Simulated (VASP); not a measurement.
AlIn2N3: single point with PBE

The system is AlIn2N3.

```
Al In N
1.0
     4.93977   -2.83786    0.00000
     4.93977    2.83786    0.00000
     0.00000    0.00000    5.24493
Al In N
2 4 6
Cartesian
  4.9398 0.9136 5.1858
  4.9398 -0.9136 2.5634
  6.5337 -1.8346 5.1714
  3.3458 -1.8346 5.1714
  3.3458 1.8346 2.5490
  6.5337 1.8346 2.5490
  6.4335 -1.8190 2.0324
  3.4461 -1.8190 2.0324
  3.4461 1.8190 4.6548
  6.4335 1.8190 4.6548
  4.9398 0.7311 1.7639
  4.9398 -0.7311 4.3863
```

```yaml
Program: VASP 6.6.1
Task: single point
Functional: PBE
Potentials_or_basis: VASP PAW PBE potentials, release 64 (Al, In_d, N)
Cutoff: 520 eV
k_mesh: 6 × 6 × 6
Occupations: gaussian, width 0.02 eV
Spin: no spin polarisation
Dipole_correction: no
Further_INCAR_settings: ALGO = Normal; EDIFF = 1e-06; NBANDS = 56
```

* Pressure: 25.2 GPa
* Largest force: 0.033 eV/Å
* Band gap on the k mesh: 1.44 eV, direct

Forces on the atoms (eV/Å):
```
Al   0.000  0.002 -0.001
Al   0.000 -0.002 -0.001
In   0.000  0.000 -0.004
In   0.000  0.000 -0.004
In   0.000  0.000 -0.004
In   0.000  0.000 -0.004
N   -0.025  0.016  0.014
N    0.025  0.016  0.014
N    0.025 -0.016  0.014
N   -0.025 -0.016  0.014
N    0.000 -0.026 -0.017
N    0.000  0.026 -0.017
```

Levels at points of the mesh, in eV from the valence-band top:
```csv
k point,band 40,band 41,band 42,band 43,band 44,band 45,band 46,band 47,band 48,band 49
"(0.00, 0.00, 0.00)",-0.68,-0.67,-0.07,-0.02,0.00,1.44,4.12,5.15,5.51,6.88
"(0.50, 0.00, 0.00)",-0.99,-0.87,-0.73,-0.71,-0.47,4.12,4.19,5.31,5.38,5.84
"(0.50, 0.50, 0.00)",-1.08,-0.88,-0.83,-0.59,-0.44,4.11,4.26,4.91,5.62,5.88
"(0.00, 0.00, 0.50)",-0.74,-0.37,-0.37,-0.25,-0.25,3.77,3.77,6.48,6.48,6.60
"(0.50, 0.00, 0.50)",-1.35,-1.06,-1.06,-1.00,-1.00,4.43,4.43,4.94,4.94,5.67
"(0.50, 0.50, 0.50)",-1.40,-1.10,-1.10,-0.79,-0.79,4.40,4.40,5.11,5.11,5.48
```

It took 12 min on 1 thread of Intel(R) Xeon(R) Platinum 8375C CPU @ 2.90GHz (Ice Lake), on a shared host, peak memory 0.46 GiB.

Caveat: spin-orbit coupling is left out, which moves the levels of the heavy elements. As with any semilocal functional, this PBE gap is likely too small.
